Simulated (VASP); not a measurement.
# C (P6/mmm) in VASP: a series of runs, part 2 of 2

VASP 6.6.1.

## (3) Single point, PBE+D3(BJ) (biaxial strain in the a-b plane: -4.5 %)

The input, INCAR:

```
ALGO = Normal ; EDIFF = 1E-6
ENCUT = 520 ; GGA = PE
ISIF = 2 ; ISMEAR = 0
IVDW = 12 ; LASPH = True
LCHARG = False ; LREAL = False
LWAVE = False ; NBANDS = 11
NELM = 80 ; PREC = Accurate
SIGMA = 0.1
```

The input, KPOINTS:

```
k-points
0
Gamma
  21 21 12
```

The input, POSCAR:

```
C
1.0
    2.3538144632      0.0000000000      0.0000000000
   -1.1769072316      2.0384631209      0.0000000000
    0.0000000000      0.0000000000      3.6710169810
C
2
Direct
    0.3333333333      0.6666666667      0.0000000000
    0.6666666667      0.3333333333      0.0000000000
```

Potentials or basis: VASP PAW PBE potentials, release 64 (C).

Launch:

```bash
$ cat potpaw_PBE.64/C/POTCAR > POTCAR
$ mpirun -np 1 vasp_std > vasp.out
```

OUTCAR:

```text
EDIFF = 1E-6
   ENCUT = 520
   GGA = PE
   ISIF = 2
   ISMEAR = 0
   IVDW = 12
   LASPH = True
   LREAL = False
   NELM = 80
   PREC = Accurate
 IVDW          = 12

 ion  position               nearest neighbor table
   1  0.333  0.667  0.000-   2 1.36   2 1.36   2 1.36
   2  0.667  0.333  0.000-   1 1.36   1 1.36   1 1.36

  LATTYP: Found a hexagonal cell.
 ALAT       =     2.3538144632
 C/A-ratio  =     1.5596033750

  Lattice vectors:

 A1 = (   2.3538144632,   0.0000000000,   0.0000000000)
 A2 = (  -1.1769072316,   2.0384631209,   0.0000000000)
 A3 = (   0.0000000000,   0.0000000000,   3.6710169810)

Analysis of symmetry for initial positions (statically):
=====================================================================
 Subroutine PRICEL returns:
 Original cell was already a primitive cell.

 Routine SETGRP: Setting up the symmetry group for a
 hexagonal supercell.

 Subroutine GETGRP returns: Found 24 space group operations
 (whereof 24 operations were pure point group operations)
 out of a pool of 24 trial point group operations.

The static configuration has the point symmetry D_6h.

Analysis of symmetry for dynamics (positions and initial velocities):
=====================================================================
 Subroutine PRICEL returns:
 Original cell was already a primitive cell.

 Routine SETGRP: Setting up the symmetry group for a
 hexagonal supercell.

 Subroutine GETGRP returns: Found 24 space group operations
 (whereof 24 operations were pure point group operations)
 out of a pool of 24 trial point group operations.

The dynamic configuration has the point symmetry D_6h.

 Subroutine INISYM returns: Found 24 space group operations
 (whereof 24 operations are pure point group operations),
 and found     1 'primitive' translations

[... 120 lines left out ...]
   LHFCALC =     F    Hartree Fock is set to
   AEXX    =    0.0000 exact exchange contribution
   IVDW    =    12    specifies the selected vdW correction
   LEPSILON=     F    determine dielectric tensor
   LRPA    =     F    only Hartree local field effects (RPA)
 non-spin polarized calculation
 Gauss-broadening in eV      SIGMA  =   0.10
  energy-cutoff  :      520.00
  volume of cell :       17.61
 maximum number of plane-waves:       496
 NGX is ok and might be reduce to    18
   NGX =  9   NGY =  9   NGZ = 13

 number of electron       8.0000002 magnetization

 Free energy of the ion-electron system (eV)
  ---------------------------------------------------
  ext. energy  EPLUGINS =         0.00000000
  ---------------------------------------------------
  free energy    TOTEN  =       -18.11026668 eV

  energy without entropy =      -18.11017409  energy(sigma->0) =      -18.11022039

 E-fermi :   4.7542     XC(G=0):  -9.9501

 val. band max:        4.7539253130   @ k =   0.3333   0.3333   0.2500
 cond. band min:       4.9357057015   @ k =   0.3333   0.3333   0.1667
 fundamental gap:      0.1817803885
 Fermi energy:         4.7542385784

 k-point     1 :       0.0000    0.0000    0.0000
  band No.  band energies     occupation
      1     -15.9682      2.00000
      2      -3.2465      2.00000
      3       1.8053      2.00000
      4       1.8053      2.00000
      5       7.8938      0.00000
      6      14.0165      0.00000
      7      14.0165      0.00000
      8      18.0806      0.00000
      9      20.4780      0.00000
     10      27.1580      0.00000
     11      28.9117      0.00000
[... 309 lines left out ...]
 k-point    24 :       0.1905    0.0952    0.0000
  band No.  band energies     occupation
      1     -14.3470      2.00000
      2      -2.6056      2.00000
      3      -1.3196      2.00000
      4      -1.0217      2.00000
      5       9.9767      0.00000
      6      13.2908      0.00000
      7      14.9121      0.00000
      8      18.5041      0.00000
      9      22.9191      0.00000
     10      24.8665      0.00000
     11      29.2084      0.00000

 [... further k-points ...]

------------------------ aborting loop because EDIFF is reached ----------------------------------------

 Edisp (eV)   -0.26599

 E8    (eV) :    -0.0745

  FORCE on cell =-STRESS in cart. coord.  units (eV):
  Direction    XX          YY          ZZ          XY          YZ          ZX
  --------------------------------------------------------------------------------------
  -------------------------------------------------------------------------------------
  Total       7.46383     7.46383    -0.11753    -0.00000    -0.00000     0.00000
  in kB     678.90806   678.90806   -10.69066    -0.00000    -0.00000     0.00000
  external pressure =      449.04 kB  Pullay stress =        0.00 kB

 VOLUME and BASIS-vectors are now :
 -----------------------------------------------------------------------------
  energy-cutoff  :      520.00
  volume of cell :       17.61
      direct lattice vectors                 reciprocal lattice vectors
     2.353814463  0.000000000  0.000000000     0.424842321  0.245282828  0.000000000
    -1.176907232  2.038463121  0.000000000     0.000000000  0.490565657  0.000000000
     0.000000000  0.000000000  3.671016981     0.000000000  0.000000000  0.272404079

 POSITION                                       TOTAL-FORCE (eV/Angst)
 -----------------------------------------------------------------------------------
     -0.00000      1.35898      0.00000        -0.000000      0.000000      0.000000
      1.17691      0.67949      0.00000         0.000000      0.000000     -0.000000
 -----------------------------------------------------------------------------------
    total drift:                                0.000000     -0.000000      0.000000

  FREE ENERGIE OF THE ION-ELECTRON SYSTEM (eV)
  ---------------------------------------------------
  free  energy   TOTEN  =       -18.3762615728 eV

  energy  without entropy=      -18.3761689891  energy(sigma->0) =      -18.37621528
```

OSZICAR:

```text
N       E                     dE             d eps       ncg     rms          rms(c)
DAV:   1     0.708025703839E+01    0.70803E+01   -0.45075E+03  7603   0.662E+02
DAV:   2    -0.193135823453E+02   -0.26394E+02   -0.25065E+02  9762   0.136E+02
DAV:   3    -0.199422050543E+02   -0.62862E+00   -0.62689E+00  9413   0.173E+01
DAV:   4    -0.199445196728E+02   -0.23146E-02   -0.23144E-02  8549   0.128E+00
DAV:   5    -0.199445302698E+02   -0.10597E-04   -0.10597E-04  9546   0.807E-02    0.751E+00
DAV:   6    -0.185539721944E+02    0.13906E+01   -0.10726E+00  8309   0.640E+00    0.439E+00
DAV:   7    -0.181031583385E+02    0.45081E+00   -0.13096E+00  8506   0.703E+00    0.136E+00
DAV:   8    -0.181110738172E+02   -0.79155E-02   -0.37968E-02  8064   0.125E+00    0.227E-01
DAV:   9    -0.181101595181E+02    0.91430E-03   -0.15424E-03  8610   0.245E-01    0.102E-01
DAV:  10    -0.181102617813E+02   -0.10226E-03   -0.44584E-04  8139   0.146E-01    0.505E-02
DAV:  11    -0.181102660205E+02   -0.42392E-05   -0.20226E-05  8535   0.287E-02    0.725E-03
DAV:  12    -0.181102666784E+02   -0.65788E-06   -0.68899E-07  8221   0.659E-03
   1 F= -.18376262E+02 E0= -.18376215E+02  d E =-.925837E-04
```

It took 19 s on 1 thread of Intel Xeon 6975P-C (Granite Rapids), shared host; peak memory 0.17 GiB.

Results:

| Quantity | Value |
| --- | --- |
| Free energy | -18.3763 eV |
| Pressure | 44.9 GPa |
| Band gap on the k mesh | zero (band 4 reaches 5.13 eV, above the bottom of band 5 at 4.41 eV) |
| Dispersion energy per atom | -0.133 eV |

Stress tensor (GPa, compression positive):
```
67.89  0.00  0.00
 0.00 67.89  0.00
 0.00  0.00 -1.07
```

Caveat: the cell differs from its parent crystal (biaxial strain in the a-b plane: -4.5 %).

## (4) Single point, PBE+D3(BJ) (biaxial strain in the a-b plane: -3.0 %)

The input, INCAR:

```
SYSTEM = C
PREC = Accurate ; ENCUT = 520
EDIFF = 1E-7 ; ISMEAR = 0
SIGMA = 0.1 ; LREAL = .FALSE.
LASPH = .TRUE. ; NELM = 80
ALGO = Normal ; ISIF = 2
LWAVE = .FALSE. ; LCHARG = .FALSE.
GGA = PE ; IVDW = 12
NBANDS = 11
```

The input, KPOINTS:

```
regular mesh
0
G
  21 21 12
  0 0 0
```

The input, POSCAR:

```
C
1.0
    2.3907853710      0.0000000000      0.0000000000
   -1.1953926855      2.0704808663      0.0000000000
    0.0000000000      0.0000000000      3.6388464330
C
2
Direct
    0.3333333333      0.6666666667      0.0000000000
    0.6666666667      0.3333333333      0.0000000000
```

Launch:

```bash
$ cat potpaw_PBE.64/C/POTCAR > POTCAR
$ mpirun -np 1 vasp_std > vasp.out
```

It took 21 s on 1 thread of Intel Xeon 6975P-C (Granite Rapids), shared host; peak memory 0.17 GiB.

It converged, with:

```yaml
Free_energy: -18.5695 eV
Pressure: 28.5 GPa
Band_gap_on_the_k_mesh: zero (band 4 reaches 4.95 eV, above the bottom of band 5 at 4.17 eV)
Dispersion_energy_per_atom: -0.139 eV
```

Stress tensor (GPa, compression positive):
```
43.22  0.00  0.00
 0.00 43.22  0.00
 0.00  0.00 -0.80
```

Levels at points of the mesh, in eV from the Fermi level:
| k point | band 2 | band 3 | band 4 | band 5 | band 6 | band 7 |
| --- | --- | --- | --- | --- | --- | --- |
| (0.00, 0.00, 0.00) | -7.61 | -2.98 | -2.98 | 3.37 | 8.93 | 8.93 |
| (0.00, 0.00, 0.50) | -8.84 | -2.97 | -2.97 | 8.49 | 8.97 | 8.97 |

Caveat: the cell differs from its parent crystal (biaxial strain in the a-b plane: -3.0 %).

## (5) Single point, PBE+D3(BJ) (biaxial strain in the a-b plane: +1.5 %)

The input, INCAR:

```
  PREC = Accurate
  ENCUT = 520
  EDIFF = 1E-7
  ISMEAR = 0
  SIGMA = 0.1
  LREAL = False
  LASPH = True
  NELM = 60
  ALGO = Normal
  ISIF = 2
  LWAVE = False
  LCHARG = False
  GGA = PE
  IVDW = 12
  NBANDS = 11
```

The input, KPOINTS:

```
regular mesh
0
Gamma
  21 21 12
```

The input, POSCAR:

```
C
1.0
    2.5016980944      0.0000000000      0.0000000000
   -1.2508490472      2.1665341024      0.0000000000
    0.0000000000      0.0000000000      3.5423347889
C
2
Direct
    0.3333333333      0.6666666667      0.0000000000
    0.6666666667      0.3333333333      0.0000000000
```

Launch:

```bash
$ cat potpaw_PBE.64/C/POTCAR > POTCAR
$ mpirun -np 1 vasp_std > vasp.out
```

Wall time 25 s (1 thread of Intel Xeon 6975P-C (Granite Rapids), shared host); peak memory 0.18 GiB.

It converged, with:

| Property | Result |
| --- | --- |
| Free energy | -18.6892 eV |
| Pressure | -11.0 GPa |
| Band gap on the k mesh | zero (band 4 reaches 4.49 eV, above the bottom of band 5 at 3.50 eV) |
| Dispersion energy per atom | -0.145 eV |

Stress tensor (GPa, compression positive):
```
-16.62   0.00   0.00
  0.00 -16.62   0.00
  0.00   0.00   0.38
```

Levels at points of the mesh, in eV from the Fermi level:
```tsv
k point	band 1	band 2	band 3	band 4	band 5	band 6	band 7	band 8
(0.00, 0.00, 0.00)	-19.26	-6.51	-3.04	-3.04	4.06	8.02	8.02	11.08
(0.00, 0.00, 0.50)	-19.06	-8.03	-3.02	-3.02	8.09	8.09	9.51	10.79
```

Caveat: the cell differs from its parent crystal (biaxial strain in the a-b plane: +1.5 %).

## (6) Overview

```tsv
cell	gap on the mesh (eV)	pressure (GPa)
a = 2.391, b = 2.391, c = 3.548 Å, angles 90.0, 90.0, 120.0°, 2 atoms	none	29.5
a = 2.354, b = 2.354, c = 3.671 Å, angles 90.0, 90.0, 120.0°, 2 atoms	none	44.9
a = 2.391, b = 2.391, c = 3.639 Å, angles 90.0, 90.0, 120.0°, 2 atoms	none	28.5
a = 2.502, b = 2.502, c = 3.542 Å, angles 90.0, 90.0, 120.0°, 2 atoms	none	-11.0
```

Alike in all rows: task single point; level PBE+D3(BJ); potentials or basis VASP PAW PBE potentials, release 64 (C); no spin polarisation; k mesh 21 × 21 × 12; cutoff (eV) 520; smearing gaussian 0.1 eV.

Total energies depend on the potentials used, so only differences within one code and one set of settings carry meaning.
